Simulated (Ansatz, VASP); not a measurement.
MgZr2O2: VASP beside Ansatz

Contents of INCAR:

```
  ALGO = Normal
  EDIFF = 1E-7
  ENCUT = 520
  GGA = PE
  ISIF = 2
  ISMEAR = 0
  ISPIN = 2
  LASPH = T
  LCHARG = F
  LMAXMIX = 4
  LORBIT = 11
  LREAL = F
  LWAVE = F
  MAGMOM = 0 1 1 0 0
  NBANDS = 31
  NELM = 150
  PREC = Accurate
  SIGMA = 0.1
```

Contents of KPOINTS:

```
k-points
0
Gamma
  4 4 4
```

Contents of POSCAR:

```
MgZr2O2
1.0
    4.1559206250      0.0000000000      0.0000000000
    0.0000000000      4.1559206250      0.0000000000
    0.0000000000      0.0000000000      6.0968798316
Mg Zr O
1 2 2
Direct
    0.0000000000      0.0000000000      0.5000000000
    0.0000000000      0.0000000000      0.0000000000
    0.5000000000      0.5000000000      0.5000000000
    0.0000000000      0.5000000000      0.5000000000
    0.5000000000      0.0000000000      0.5000000000
```

Input for Ansatz:

```yaml
crystal:
  lattice:
    - [4.155920625, 0.0, 0.0]
    - [0.0, 4.155920625, 0.0]
    - [0.0, 0.0, 6.0968798316]
  atoms:
    - { symbol: Mg, position: [0.0, 0.0, 0.5] }
    - { symbol: Zr, position: [0.0, 0.0, 0.0], spin: 1.0 }
    - { symbol: Zr, position: [0.5, 0.5, 0.5], spin: 1.0 }
    - { symbol: O, position: [0.0, 0.5, 0.5] }
    - { symbol: O, position: [0.5, 0.0, 0.5] }
basis:
  ecutwfc: 420
kpoints:
  mp_grid: { grid: [4, 4, 4] }
hamiltonian:
  xc: pbe
scf:
  occupations: { method: gaussian, width: 0.1 }
  lower_state_search: "off"
output:
  forces: true
  stress: true
  eigenvalues: true
  populations: true
magnetization:
  spin_polarized: true
```

Alike in both runs: task single point; functional PBE; k mesh 4 × 4 × 4; occupations gaussian, width 0.1 eV; collinear spin.

```csv
,VASP,Ansatz
version,VASP 6.6.1,Ansatz 0.2.0
potentials or method,"VASP PAW PBE potentials, release 64 (Mg, Zr_sv, O), cutoff 520 eV","scalar-relativistic, plane waves, PAW"
valence electrons in the cell,38,46
```

VASP gave:

```
gap on the k mesh at the Fermi level (eV)                     : none
pressure (GPa)                                                : 0.6
traceless stress, the component that is largest in VASP (GPa) : 1.63
net moment per atom (μB)                                      : 0.51
size of the moment on the site where the two differ most (μB) : 0.18
```

**Question.** What did Ansatz give for the same quantities?

**Answer.** gap on the k mesh at the Fermi level (eV): none; pressure (GPa): 0.7; traceless stress, the component that is largest in VASP (GPa): 1.73; net moment per atom (μB): 0.51; size of the moment on the site where the two differ most (μB): 0.10.

Site moments also hang on the region over which each program counts them. A gap of «none» marks a metal or a gap that the smearing closes. With one functional, cell and mesh, what is left measures potentials, basis and numerics. VASP's potentials hold 38 valence electrons a cell and Ansatz's 46, so a difference there can come from the potentials and not from the codes.

The k mesh is coarse, so the values compare programs but aren't converged.
